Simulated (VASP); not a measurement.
A run of VASP 6.6.1 is set up as follows.

INCAR

```
PREC     = Accurate       # precision mode
ENCUT    = 520            # plane-wave cutoff, eV
EDIFF    = 1E-7           # SCF threshold, eV
ISMEAR   = 0              # smearing method
SIGMA    = 0.05           # smearing width, eV
LREAL    = False          # projectors in reciprocal space
LASPH    = True           # aspherical terms in the spheres
NELM     = 80             # most SCF steps
ALGO     = Normal         # electronic algorithm
ISIF     = 2              # what is computed and relaxed
LWAVE    = False          # write WAVECAR
LCHARG   = True           # write CHGCAR
GGA      = CA             # functional
LELF     = True           # ELF
LVHAR    = True         
NBANDS   = 40             # bands
```

KPOINTS

```
Automatic mesh
0
Gamma
  6 6 6
```

The input POSCAR:

```
Si4O7
1.0
    0.0000000000      4.1548619959     -2.6614337333
    0.0000000000     -4.1548619959     -2.6614337333
   -4.1548619959      0.0000000000      2.6614337333
Si O
4 7
Direct
    0.2500000000      0.7500000000      0.5000000000
    0.7500000000      0.2500000000      0.5000000000
    0.0000000000      0.0000000000      1.0000000000
    0.5000000000      0.5000000000      1.0000000000
    1.0000000000      0.3055647994      0.3055647994
    0.5555647994      0.7500000000      0.8055647994
    0.0555647994      0.2500000000      0.8055647994
    0.0000000000      0.6944352006      0.6944352006
    0.4574530525      0.1944352006      0.6518882531
    0.9444352006      0.7500000000      0.1944352006
    0.4444352006      0.2500000000      0.1944352006
```

Potentials or basis: VASP PAW LDA potentials, release 64 (Si, O).

The run is started by

```bash
$ cat potpaw_LDA.64/Si/POTCAR potpaw_LDA.64/O/POTCAR > POTCAR
$ mpirun -np 1 vasp_std > vasp.out
```

Problem. Predict the band gap on the k mesh.

Solution. 1.91 eV.

Problem. Predict the largest force.

Solution. 2.899 eV/Å.

Stress tensor (GPa, compression positive):
```
 1.21 -2.92  0.00
-2.92 -1.64  0.00
 0.00  0.00 -2.51
```

Caveat: the cell differs from its parent crystal (atom 9 moved 0.000 of the way to it and -0.250 Å across, host rigid).
